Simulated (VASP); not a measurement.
# RbBr (Pm-3m) in VASP: further runs, part 2 of 2

VASP 6.6.1. Earlier steps stand in the parts before.

## 3. Single point, RPBE

Input file INCAR:

```
  PREC = Accurate
  ENCUT = 520
  EDIFF = 1E-6
  ISMEAR = 0
  SIGMA = 0.02
  LREAL = False
  LASPH = True
  NELM = 80
  ALGO = Normal
  ISIF = 2
  LWAVE = False
  LCHARG = False
  GGA = RP
  NBANDS = 15
```

Input file KPOINTS:

```
regular mesh
0
Gamma
  7 7 7
```

Input file POSCAR:

```
RbBr
1.0
    4.1260773000      0.0000000000      0.0000000000
    0.0000000000      4.1260773000      0.0000000000
    0.0000000000      0.0000000000      4.1260773000
Rb Br
1 1
Direct
    0.0000000000      0.0000000000      0.0000000000
    0.5000000000      0.5000000000      0.5000000000
```

Potentials or basis: VASP PAW PBE potentials, release 64 (Rb_sv, Br).

Run with:

```console
$ cat potpaw_PBE.64/Rb_sv/POTCAR potpaw_PBE.64/Br/POTCAR > POTCAR
$ mpirun -np 1 vasp_std > vasp.out
```

OUTCAR:

```text
PREC = Accurate
   ENCUT = 520
   EDIFF = 1E-6
   ISMEAR = 0
   LREAL = False
   LASPH = True
   NELM = 80
   ISIF = 2
   GGA = RP

 ion  position               nearest neighbor table
   1  0.000  0.000  0.000-   2 3.57   2 3.57   2 3.57   2 3.57   2 3.57   2 3.57   2 3.57   2 3.57

   2  0.500  0.500  0.500-   1 3.57   1 3.57   1 3.57   1 3.57   1 3.57   1 3.57   1 3.57   1 3.57

  LATTYP: Found a simple cubic cell.
 ALAT       =     4.1260773000

  Lattice vectors:

 A1 = (   4.1260773000,   0.0000000000,   0.0000000000)
 A2 = (   0.0000000000,   4.1260773000,   0.0000000000)
 A3 = (   0.0000000000,   0.0000000000,   4.1260773000)

Analysis of symmetry for initial positions (statically):
=====================================================================
 Subroutine PRICEL returns:
 Original cell was already a primitive cell.

 Routine SETGRP: Setting up the symmetry group for a
 simple cubic supercell.

 Subroutine GETGRP returns: Found 48 space group operations
 (whereof 48 operations were pure point group operations)
 out of a pool of 48 trial point group operations.

The static configuration has the point symmetry O_h .
[... 170 lines left out ...]
      5      -9.6811      2.00000
      6      -0.6813      2.00000
      7      -0.6813      2.00000
      8      -0.6813      2.00000
      9       3.8605      0.00000
     10       5.2652      0.00000
     11       5.2652      0.00000
     12       9.4677      0.00000
     13       9.4677      0.00000
     14       9.4677      0.00000
[... 329 lines left out ...]
      2     -12.8278      2.00000
      3      -9.8911      2.00000
      4      -9.8856      2.00000
      5      -9.8856      2.00000
      6      -1.7710      2.00000
      7      -1.7710      2.00000
      8      -1.7183      2.00000
      9       7.3733      0.00000
     10       7.7810      0.00000
     11       7.7810      0.00000
     12       8.8450      0.00000
     13       8.9946      0.00000
     14       8.9946      0.00000
     15      11.6965      0.00000

------------------------ aborting loop because EDIFF is reached ----------------------------------------

  FORCE on cell =-STRESS in cart. coord.  units (eV):
  Direction    XX          YY          ZZ          XY          YZ          ZX
  --------------------------------------------------------------------------------------
  -------------------------------------------------------------------------------------
  Total        1.0806451      1.0806451      1.0806451     -0.0000000      0.0000000      0.0000000
  in kB       24.6479943     24.6479943     24.6479943     -0.0000000      0.0000000      0.0000000
  external PRESSURE =      24.6479943 kB  Pullay stress =       0.0000000 kB

 VOLUME and BASIS-vectors are now :
 -----------------------------------------------------------------------------
  energy-cutoff  :      520.00
  volume of cell :       70.24
      direct lattice vectors                 reciprocal lattice vectors
     4.126077300  0.000000000  0.000000000     0.242360947  0.000000000  0.000000000
     0.000000000  4.126077300  0.000000000     0.000000000  0.242360947  0.000000000
     0.000000000  0.000000000  4.126077300     0.000000000  0.000000000  0.242360947

 POSITION                                       TOTAL-FORCE (eV/Angst)
 -----------------------------------------------------------------------------------
      0.00000      0.00000      0.00000         0.000000      0.000000      0.000000
      2.06304      2.06304      2.06304         0.000000      0.000000      0.000000
 -----------------------------------------------------------------------------------
    total drift:                                0.000000      0.000000     -0.000000

  FREE ENERGIE OF THE ION-ELECTRON SYSTEM (eV)
  ---------------------------------------------------
  free  energy   TOTEN  =        -5.5710597092 eV

  energy  without entropy=       -5.5710597092  energy(sigma->0) =       -5.57105971
```

Run time: 6.3 s. Hardware: 1 thread of Intel Xeon 6975P-C (Granite Rapids), shared host; peak memory 0.18 GiB.

Results:

| Quantity | Value |
| --- | --- |
| Free energy | -5.5711 eV |
| Pressure | 2.5 GPa |
| Band gap on the k mesh | 4.42 eV, indirect (least direct gap 4.54 eV) |

Caveat: the PAW data sets were made with another functional, which shifts forces and pressure a little.

## 4. Single point, LDA

This run uses another cell than the first one, of 31.22 Å³/atom, 0.889 times its volume.

Input file INCAR:

```
SYSTEM = RbBr
PREC = Accurate
ENCUT = 520
EDIFF = 1E-7
ISMEAR = -1
SIGMA = 0.05
LREAL = .False.
LASPH = .True.
NELM = 80
ALGO = Normal
ISIF = 2
LWAVE = .False.
LCHARG = .False.
NBANDS = 15
```

Input file KPOINTS:

```
regular mesh
0
Gamma
  7 7 7
  0 0 0
```

Input file POSCAR:

```
RbBr
1.0
    3.9674349657      0.0000000000      0.0000000000
    0.0000000000      3.9674349657      0.0000000000
    0.0000000000      0.0000000000      3.9674349657
Rb Br
1 1
Direct
    0.0000000000      0.0000000000      0.0000000000
    0.5000000000      0.5000000000      0.5000000000
```

Potentials or basis: VASP PAW LDA potentials, release 64 (Rb_sv, Br).

Run with:

```console
$ cat potpaw_LDA.64/Rb_sv/POTCAR potpaw_LDA.64/Br/POTCAR > POTCAR
$ mpirun -np 1 vasp_std > vasp.out
```

Run time: 13 s. Hardware: 1 thread of Intel Xeon Platinum 8259CL at 2.50GHz (Skylake/Cascade Lake), shared host; peak memory 0.15 GiB.

It converged, with:

```
Free energy            : -6.7199 eV
Pressure               : 0.1 GPa
Band gap on the k mesh : 4.16 eV, indirect (least direct gap 4.28 eV)
```

Levels at points of the mesh, in eV from the valence-band top:
| k point | band 6 | band 7 | band 8 | band 9 | band 10 | band 11 |
| --- | --- | --- | --- | --- | --- | --- |
| (0.00, 0.00, 0.00) | -0.12 | -0.12 | -0.12 | 4.16 | 5.16 | 5.16 |

A k mesh can miss the band edges. A hybrid or GW would open this gap; LDA tends to underestimate it.

## 5. Single point, PBEsol

This run uses another cell than the first one, of 33.71 Å³/atom, 0.960 times its volume.

Input file INCAR:

```
SYSTEM = RbBr
PREC = Accurate
ENCUT = 520
EDIFF = 1E-7
ISMEAR = -1
SIGMA = 0.05
LREAL = .FALSE.
LASPH = .TRUE.
NELM = 100
ALGO = Normal
ISIF = 2
LWAVE = .FALSE.
LCHARG = .FALSE.
GGA = PS
NBANDS = 15
```

Input file KPOINTS:

```
Automatic mesh
0
G
  7 7 7
  0 0 0
```

Input file POSCAR:

```
RbBr
1.0
    4.0701133988      0.0000000000      0.0000000000
    0.0000000000      4.0701133988      0.0000000000
    0.0000000000      0.0000000000      4.0701133988
Rb Br
1 1
Direct
    0.0000000000      0.0000000000      0.0000000000
    0.5000000000      0.5000000000      0.5000000000
```

Potentials or basis: VASP PAW PBE potentials, release 64 (Rb_sv, Br).

Run with:

```console
$ cat potpaw_PBE.64/Rb_sv/POTCAR potpaw_PBE.64/Br/POTCAR > POTCAR
$ mpirun -np 1 vasp_std > vasp.out
```

It took 16 s on 1 thread of Intel Xeon Platinum 8259CL at 2.50GHz (Skylake/Cascade Lake), shared host; peak memory 0.17 GiB.

It converged, with:

- Free energy: -6.3010 eV
- Pressure: 0.1 GPa
- Band gap on the k mesh: 4.07 eV, indirect (least direct gap 4.20 eV)

Levels at points of the mesh, in eV from the valence-band top:
```
           k point  band 6  band 7  band 8  band 9  band 10  band 11
(0.00, 0.00, 0.00)   -0.13   -0.13   -0.13    4.07     5.43     5.43
```

Caveat: the PAW data sets were made with another functional, which shifts forces and pressure a little. A k mesh can miss the band edges.

## 6. Single point, PBE

This run uses another cell than the first one, of 36.86 Å³/atom, 1.049 times its volume.

Input file INCAR:

```
SYSTEM = RbBr
ALGO = Normal ; EDIFF = 1E-6
ENCUT = 520 ; GGA = PE
ISIF = 2 ; ISMEAR = -1
LASPH = .TRUE. ; LCHARG = .FALSE.
LREAL = .FALSE. ; LWAVE = .FALSE.
NBANDS = 15 ; NELM = 100
PREC = Accurate ; SIGMA = 0.05
```

Input file KPOINTS:

```
k-points
0
G
  7 7 7
  0 0 0
```

Input file POSCAR:

```
RbBr
1.0
    4.1928721424      0.0000000000      0.0000000000
    0.0000000000      4.1928721424      0.0000000000
    0.0000000000      0.0000000000      4.1928721424
Rb Br
1 1
Direct
    0.0000000000      0.0000000000      0.0000000000
    0.5000000000      0.5000000000      0.5000000000
```

Potentials or basis: VASP PAW PBE potentials, release 64 (Rb_sv, Br).

Run with:

```console
$ cat potpaw_PBE.64/Rb_sv/POTCAR potpaw_PBE.64/Br/POTCAR > POTCAR
$ mpirun -np 1 vasp_std > vasp.out
```

Run time: 11 s. Hardware: 1 thread of Intel Xeon Platinum 8259CL at 2.50GHz (Skylake/Cascade Lake), shared host; peak memory 0.18 GiB.

It converged, with:

```yaml
Free_energy: -6.0053 eV
Pressure: 0.1 GPa
Band_gap_on_the_k_mesh: 3.94 eV, indirect (least direct gap 4.07 eV)
```

Levels at points of the mesh, in eV from the valence-band top:
| k point | band 5 | band 6 | band 7 | band 8 | band 9 | band 10 | band 11 | band 12 |
| --- | --- | --- | --- | --- | --- | --- | --- | --- |
| (0.00, 0.00, 0.00) | -9.15 | -0.13 | -0.13 | -0.13 | 3.94 | 5.65 | 5.65 | 9.82 |

A k mesh can miss the band edges.

## 7. Overview

| level | potentials or basis | cell | smearing | gap on the mesh (eV) | pressure (GPa) |
| --- | --- | --- | --- | --- | --- |
| PBE | VASP PAW PBE potentials, release 64 (Rb_sv, Br) | a = 4.126 Å, 2 atoms | gaussian 0.02 eV | 4.10 | 0.8 |
| RPBE | VASP PAW PBE potentials, release 64 (Rb_sv, Br) | a = 4.126 Å, 2 atoms | gaussian 0.02 eV | 4.42 | 2.5 |
| LDA | VASP PAW LDA potentials, release 64 (Rb_sv, Br) | a = 3.967 Å, 2 atoms | fermi-dirac 0.05 eV | 4.16 | 0.1 |
| PBEsol | VASP PAW PBE potentials, release 64 (Rb_sv, Br) | a = 4.070 Å, 2 atoms | fermi-dirac 0.05 eV | 4.07 | 0.1 |
| PBE | VASP PAW PBE potentials, release 64 (Rb_sv, Br) | a = 4.193 Å, 2 atoms | fermi-dirac 0.05 eV | 3.94 | 0.1 |

Alike in all rows: task single point; no spin polarisation; k mesh 7 × 7 × 7; cutoff (eV) 520.

Caveats: the PAW data sets were made with another functional, which shifts forces and pressure a little (some runs).

Total energies depend on the potentials used, so only differences within one code and one set of settings carry meaning.
